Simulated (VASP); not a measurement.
Input of a VASP 6.6.1 run:

The input INCAR:

```
SYSTEM = BN
PREC     = Accurate       ! precision mode
ENCUT    = 520            ! plane-wave cutoff, eV
EDIFF    = 1E-6           ! SCF threshold, eV
ISMEAR   = 0              ! smearing method
SIGMA    = 0.1            ! smearing width, eV
LREAL    = .False.        ! projectors in reciprocal space
LASPH    = .True.         ! aspherical terms in the spheres
NELM     = 60             ! most SCF steps
ALGO     = Normal         ! electronic algorithm
ISIF     = 2              ! what is computed and relaxed
LWAVE    = .False.        ! write WAVECAR
LCHARG   = .False.        ! write CHGCAR
GGA      = PE             ! functional
NBANDS   = 16             ! bands
```

KPOINTS

```
Automatic mesh
0
Gamma
  9 9 4
  0 0 0
```

File POSCAR:

```
BN
1.0
    2.5500000000      0.0000000000      0.0000000000
   -1.2750000000      2.2083647797      0.0000000000
    0.0000000000      0.0000000000      4.2100000000
B N
2 2
Direct
    0.3333333333      0.6666666667      0.0000000000
    0.6666666667      0.3333333333      0.5000000000
    0.3333333333      0.6666666667      0.3740000000
    0.6666666667      0.3333333333      0.8740000000
```

Potentials or basis: VASP PAW PBE potentials, release 64 (B, N).

Command:

```console
$ cat potpaw_PBE.64/B/POTCAR potpaw_PBE.64/N/POTCAR > POTCAR
$ mpirun -np 1 vasp_std > vasp.out
```

(1) What does it give for the pressure?

(2) Predict the largest force.

## Answers

(1) 2.9 GPa.

(2) 0.057 eV/Å.
